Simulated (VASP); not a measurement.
Si:

```
Si
1.0
     0.00000    2.72212    2.72212
     2.72212    0.00000    2.72212
     2.72212    2.72212    0.00000
Si
2
Direct
  0.25000 0.25000 0.25000
  0.00000 0.00000 0.00000
```

Base run:

| Item | Value |
| --- | --- |
| Program | VASP 6.6.1 |
| Functional | r2SCAN |
| Potentials or basis | VASP PAW PBE potentials, release 64 (Si) |
| Cutoff | 520 eV |
| k mesh | 8 × 8 × 8 |
| Occupations | gaussian, width 0.01 eV |
| Spin | no spin polarisation |

Its results: band gap on the k mesh 0.83 eV, indirect (least direct gap 2.75 eV); pressure -0.2 GPa.

Question: The run is repeated on the same cell with these changes: functional from r2SCAN to LDA; potentials or basis from VASP PAW PBE potentials, release 64 (Si) to VASP PAW LDA potentials, release 64 (Si). What comes out?

Answer: Band gap on the k mesh 0.53 eV, indirect (least direct gap 2.52 eV); pressure -2.1 GPa.

Caveats: the PAW data sets were made with another functional, which shifts forces and pressure a little (some runs).

A k mesh can miss the band edges.
